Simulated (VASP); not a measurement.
**P: single point with r2SCAN**

P, a slab with vacuum:

```
CELL_PARAMETERS angstrom
3.15400 0.00000 0.00000
-1.57700 2.73144 0.00000
0.00000 0.00000 28.00000
ATOMIC_POSITIONS crystal
P 0.33333 0.66667 0.50468
P 0.66667 0.33333 0.49532
```

* Program: VASP 6.6.1
* Task: single point
* Functional: r2SCAN
* Potentials or basis: VASP PAW PBE potentials, release 64 (P)
* Cutoff: 520 eV
* k mesh: 9 × 9 × 1
* Occupations: gaussian, width 0.02 eV
* Spin: no spin polarisation
* Dipole correction: yes
* Further INCAR settings: ALGO = Normal; EDIFF = 1e-07; NBANDS = 12

```json
{
  "Largest force": "3.186 eV/Å",
  "Band gap on the k mesh": "zero (bands 5 and 6 overlap by 2.07 eV)",
  "Work function of the upper face": "3.43 eV",
  "Work function of the lower face": "3.43 eV"
}
```

Forces on the atoms (eV/Å):
```
P    0.000  0.000  3.186
P    0.000  0.000 -3.186
```

Levels at points of the mesh, in eV from the Fermi level:
| k point | band 1 | band 2 | band 3 | band 4 | band 5 | band 6 | band 7 | band 8 | band 9 | band 10 |
| --- | --- | --- | --- | --- | --- | --- | --- | --- | --- | --- |
| (0.00, 0.00, 0.00) | -19.85 | -8.19 | -5.84 | -5.84 | 0.57 | 0.57 | 1.12 | 2.74 | 3.43 | 3.49 |

Run time: 2.5 min on 1 thread of AMD EPYC 9R45 96-Core Processor (Zen 5), with other jobs on the host, peak memory 0.34 GiB.

Caveat: the PAW data sets were made with another functional, which shifts forces and pressure a little.
